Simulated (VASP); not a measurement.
Input of a VASP 6.6.1 run:

File INCAR:

```
SYSTEM = KCl
  ALGO = Normal
  EDIFF = 1E-6
  ENCUT = 520
  GGA = PE
  ISIF = 2
  ISMEAR = -1
  LASPH = .True.
  LCHARG = .False.
  LREAL = .False.
  LWAVE = .False.
  NBANDS = 15
  NELM = 60
  PREC = Accurate
  SIGMA = 0.02
```

Contents of KPOINTS:

```
k-points
0
Gamma
  8 8 8
  0 0 0
```

POSCAR

```
KCl
1.0
    0.0000000000      3.2376201114      3.1232421439
    3.2376201114      0.0000000000      3.1232421439
    3.2376201114      3.2376201114      0.0000000000
K Cl
1 1
Direct
    0.0000000000      0.0000000000      0.0000000000
    0.5000000000      0.5000000000      0.5000000000
```

Potentials or basis: VASP PAW PBE potentials, release 64 (K_sv, Cl).

Run with:

```console
$ cat potpaw_PBE.64/K_sv/POTCAR potpaw_PBE.64/Cl/POTCAR > POTCAR
$ mpirun -np 1 vasp_std > vasp.out
```

Q: Estimate the pressure.

A: 0.0 GPa.

Q: What does it give for the band gap on the k mesh?

A: 5.00 eV.

Stress tensor (GPa, compression positive):
```
-0.42  0.00  0.00
 0.00 -0.42  0.00
 0.00  0.00  0.71
```

Caveat: the cell differs from its parent crystal (epitaxial xy strain +3.0%). A k mesh can miss the band edges.
